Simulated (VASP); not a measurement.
Input of a VASP 6.6.1 run:

INCAR

```
SYSTEM = Al
PREC = Accurate
ENCUT = 520
EDIFF = 1E-6
ISMEAR = -1
SIGMA = 0.1
LREAL = .False.
LASPH = .True.
NELM = 150
ALGO = Normal
ISIF = 2
LWAVE = .False.
LCHARG = .True.
ISPIN = 2
MAGMOM = 1
LORBIT = 11
NUPDOWN = 1.0
GGA = PE
LELF = .True.
LVHAR = .True.
NBANDS = 12
```

Contents of KPOINTS:

```
regular mesh
0
Gamma
  12 12 12
  0 0 0
```

File POSCAR:

```
Al
1.0
   -1.5587357247      1.5587357247      1.5587357247
    1.5587357247     -1.5587357247      1.5587357247
    1.5587357247      1.5587357247     -1.5587357247
Al
1
Direct
    0.0000000000      0.0000000000      0.0000000000
```

Potentials or basis: VASP PAW PBE potentials, release 64 (Al).

Command:

```console
$ cat potpaw_PBE.64/Al/POTCAR > POTCAR
$ mpirun -np 1 vasp_std > vasp.out
```

Q: Estimate the pressure.

A: 17.8 GPa.

Caveat: the total moment is fixed, so each spin has its own Fermi level.
